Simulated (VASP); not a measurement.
Set up this calculation in VASP 6.6.1, as the native input.

* Task: single point
* Functional: LDA
* Potentials or basis: VASP PAW LDA potentials, release 64 (In_d, P)
* Cutoff: 520 eV
* k mesh: 8 × 8 × 8
* Occupations: fermi-dirac, width 0.05 eV
* Spin: non-collinear spin, zero start, spin-orbit coupling
* Starting moments: [[0.0, 0.0, 0.0], [0.0, 0.0, 0.0]] μB
* Dipole correction: no
* Further INCAR settings: ALGO = Normal; EDIFF = 1e-07; NBANDS = 30

The structure of InP lies in POSCAR:

```
InP
1.0
    0.0000000000      2.9690636329      2.9690636329
    2.9690636329      0.0000000000      2.9690636329
    2.9690636329      2.9690636329      0.0000000000
In P
1 1
Direct
    0.0000000000      0.0000000000      0.0000000000
    0.7500000000      0.7500000000      0.7500000000
```

One way to write it, as run:

INCAR

```
SYSTEM = InP
PREC     = Accurate       ! precision mode
ENCUT    = 520            ! plane-wave cutoff, eV
EDIFF    = 1E-7           ! SCF threshold, eV
ISMEAR   = -1             ! smearing method
SIGMA    = 0.05           ! smearing width, eV
LREAL    = .False.        ! projectors in reciprocal space
LASPH    = .True.         ! aspherical terms in the spheres
NELM     = 150            ! most SCF steps
ALGO     = Normal         ! electronic algorithm
ISIF     = 2              ! what is computed and relaxed
LWAVE    = .False.        ! write WAVECAR
LCHARG   = .False.        ! write CHGCAR
LNONCOLLINEAR= .True.         ! non-collinear magnetism
MAGMOM   = 0 0 0 0 0 0    ! initial moments
LORBIT   = 11             ! projections on sites
LSORBIT  = .True.         ! spin-orbit coupling
GGA_COMPAT= .False.      
LORBMOM  = .True.       
GGA      = CA             ! functional
NBANDS   = 30             ! bands
```

KPOINTS

```
Automatic mesh
0
Gamma
  8 8 8
  0 0 0
```

Potentials or basis: VASP PAW LDA potentials, release 64 (In_d, P).

Launch:

```sh
$ cat potpaw_LDA.64/In_d/POTCAR potpaw_LDA.64/P/POTCAR > POTCAR
$ mpirun -np 1 vasp_ncl > vasp.out
```

Results of the run:

```yaml
Pressure: -3.6 GPa
Net_moment: 0.00 μB per cell
Valence_electrons_inside_the_program's_atomic_spheres: In 11.48; P 2.50
```

Caveat: the cell stands under tension.

Run time: 3.7 min on 1 thread of AMD EPYC 7R13 (shared host), peak memory 0.26 GiB.
